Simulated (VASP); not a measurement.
Here is a VASP 6.6.1 calculation.

File INCAR:

```
SYSTEM = Ti
PREC = Accurate ; ENCUT = 500
EDIFF = 1E-6 ; ISMEAR = -1
SIGMA = 0.05 ; LREAL = .False.
LASPH = .True. ; NELM = 120
ALGO = Normal ; ISIF = 2
LWAVE = .False. ; LCHARG = .False.
GGA = PE ; NBANDS = 19
GGA_COMPAT = .False.
```

Contents of KPOINTS:

```
regular mesh
0
Gamma
  18 18 10
  0 0 0
```

Contents of POSCAR:

```
Ti
1.0
    2.9499978604      0.0000000000      0.0000000000
   -1.4749989302      2.5547730882      0.0000000000
    0.0000000000      0.0000000000      4.7797200000
Ti
2
Direct
    0.3333333333      0.6666666667      0.2500000000
    0.6666666667      0.3333333333      0.7500000000
```

Potentials or basis: VASP PAW PBE potentials, release 64 (Ti_sv).

Run with:

```bash
$ cat potpaw_PBE.64/Ti_sv/POTCAR > POTCAR
$ mpirun -np 1 vasp_std > vasp.out
```

(1) What does it give for the band gap on the k mesh?

(2) What does it give for the pressure?

## Answers

(1) zero (band 12 reaches 8.68 eV, above the bottom of band 13 at 7.62 eV).

(2) -3.9 GPa.

Caveat: the cell differs from its parent crystal (z stretched by +2 %, then relaxed in part).
